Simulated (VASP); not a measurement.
ScSi2: single point with LDA

ScSi2:

```
Sc Si
1.0
     3.66000    0.00000    0.00000
    -1.83000    3.16965    0.00000
     0.00000    0.00000    3.87000
Sc Si
1 2
Direct
  0.00000 0.00000 0.00000
  0.33333 0.66667 0.50000
  0.66667 0.33333 0.50000
```

```yaml
Program: VASP 6.6.1
Task: single point
Functional: LDA
Potentials_or_basis: VASP PAW LDA potentials, release 64 (Sc_sv, Si)
Cutoff: 500 eV
k_mesh: 8 × 8 × 7
Occupations: fermi-dirac, width 0.1 eV
Spin: collinear spin, zero start
Starting_moments: "[0.0, 0.0, 0.0] μB"
Dipole_correction: no
Further_INCAR_settings: ALGO = Normal; EDIFF = 1e-06; NBANDS = 20
```

```json
{
 "Pressure": "18.1 GPa",
 "Net moment": "0.00 μB per cell",
 "Valence electrons inside the program's atomic spheres": "Sc 9.59; Si 1.87"
}
```

Stress tensor (GPa, compression positive):
```
29.78  0.00  0.00
 0.00 29.78  0.00
 0.00  0.00 -5.16
```

Levels at points of the mesh, in eV from the Fermi level:
Spin up:
| k point | band 7 | band 8 | band 9 | band 10 | band 11 | band 12 |
| --- | --- | --- | --- | --- | --- | --- |
| (0.00, 0.00, 0.00) | -3.46 | -3.46 | -2.10 | 1.09 | 1.09 | 1.15 |
| (0.50, 0.00, 0.00) | -4.49 | -3.22 | -2.77 | 0.51 | 0.73 | 2.20 |
Spin down:
| k point | band 7 | band 8 | band 9 | band 10 | band 11 | band 12 |
| --- | --- | --- | --- | --- | --- | --- |
| (0.00, 0.00, 0.00) | -3.46 | -3.46 | -2.10 | 1.09 | 1.09 | 1.15 |
| (0.50, 0.00, 0.00) | -4.49 | -3.22 | -2.77 | 0.51 | 0.73 | 2.20 |

Wall time 27 s on 1 thread of Intel(R) Xeon(R) 6975P-C (Granite Rapids) (shared host), peak memory 0.18 GiB.

Caveat: the cell stands under pressure.
